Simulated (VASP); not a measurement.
Here is a VASP 6.6.1 calculation.

POSCAR

```
Ga
1.0
   -1.4040000000      1.4250600000      2.2290000000
    1.4040000000     -1.4250600000      2.2290000000
    1.4040000000      1.4250600000     -2.2290000000
Ga
1
Direct
    0.0000000000      0.0000000000      0.0000000000
```

The input INCAR.step1:

```
SYSTEM = Ga
PREC = Accurate ; ENCUT = 520
ISMEAR = 0 ; SIGMA = 0.15
LREAL = .False. ; LASPH = .True.
NELM = 100 ; NBANDS = 12
GGA = PE ; ALGO = Normal
EDIFF = 1E-4 ; LWAVE = .True.
LCHARG = .False.
```

File INCAR.step2:

```
SYSTEM = Ga
PREC = Accurate ; ENCUT = 520
EDIFF = 1E-6 ; ISMEAR = 0
SIGMA = 0.15 ; LREAL = .False.
LASPH = .True. ; NELM = 100
ALGO = Normal ; ISIF = 2
LWAVE = .False. ; LCHARG = .False.
METAGGA = R2SCAN ; LMIXTAU = .True.
NBANDS = 12 ; ISTART = 1
```

File KPOINTS:

```
Automatic mesh
0
Gamma
  24 24 24
  0 0 0
```

Potentials or basis: VASP PAW PBE potentials, release 64 (Ga_d).

Launch:

```console
$ cat potpaw_PBE.64/Ga_d/POTCAR > POTCAR
$ cp INCAR.step1 INCAR
$ mpirun -np 1 vasp_std > vasp.out
$ cp INCAR.step2 INCAR
$ mpirun -np 1 vasp_std > vasp.out
```

Task: Predict the pressure.

Result: 0.0 GPa.

Task: What does it give for the band gap on the k mesh?

Result: Zero (an odd number of electrons rules out a gap without spin polarisation).

Stress tensor (GPa, compression positive):
```
 0.01  0.00  0.00
 0.00 -0.02  0.00
 0.00  0.00  0.15
```

Caveat: the cell differs from its parent crystal (strain +0.0150 x Voigt [0, 1, 0, 0, 0, 0]); the PAW data sets were made with another functional, which shifts forces and pressure a little.
